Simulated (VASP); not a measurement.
Runs of VASP 6.6.1 on MgO. The structure is that of space group P6_3/mmc (No. 194), or close to it. The cells are those of the table. 

```csv
cell,gap on the mesh (eV),pressure (GPa)
"a = 3.590, b = 3.590, c = 3.817 Å, angles 90.0, 90.0, 120.0°, 4 atoms",3.57,11.2
"a = 3.762, b = 3.762, c = 3.764 Å, angles 90.0, 90.0, 120.0°, 4 atoms",3.14,5.2
"a = 3.703, b = 3.703, c = 4.183 Å, angles 90.0, 90.0, 120.0°, 4 atoms",2.84,-11.2
"a = 3.245, b = 3.245, c = 4.672 Å, angles 90.0, 90.0, 120.0°, 4 atoms",3.35,(a)
"a = 3.613, b = 3.613, c = 4.081 Å, angles 90.0, 90.0, 120.0°, 4 atoms",3.17,(b)
"a = 3.629, b = 3.629, c = 4.356 Å, angles 90.0, 90.0, 120.0°, 4 atoms",2.72,-12.2
"a = 3.264, b = 3.264, c = 4.423 Å, angles 90.0, 90.0, 120.0°, 4 atoms",3.62,16.5
"a = 3.468, b = 3.468, c = 3.918 Å, angles 90.0, 90.0, 120.0°, 4 atoms",3.72,14.4
"a = 3.332, b = 3.332, c = 4.798 Å, angles 90.0, 90.0, 120.0°, 4 atoms",2.92,1.3
"a = 3.349, b = 3.349, c = 4.020 Å, angles 90.0, 90.0, 120.0°, 4 atoms",3.92,21.4
"a = 3.331, b = 3.331, c = 4.248 Å, angles 90.0, 90.0, 120.0°, 4 atoms",3.65,13.4
"a = 3.713, b = 3.713, c = 3.716 Å, angles 90.0, 90.0, 120.0°, 4 atoms",3.31,11.3
```

Alike in all rows: task single point; level PBEsol; potentials or basis VASP PAW PBE potentials, release 64 (Mg, O); no spin polarisation; k mesh 9 × 9 × 6; cutoff (eV) 520; smearing gaussian 0.05 eV.

Task: Fill in the values left out.

Result: (a) 13.5; (b) -3.9.

Caveats: the PAW data sets were made with another functional, which shifts forces and pressure a little.

A k mesh can miss the band edges.
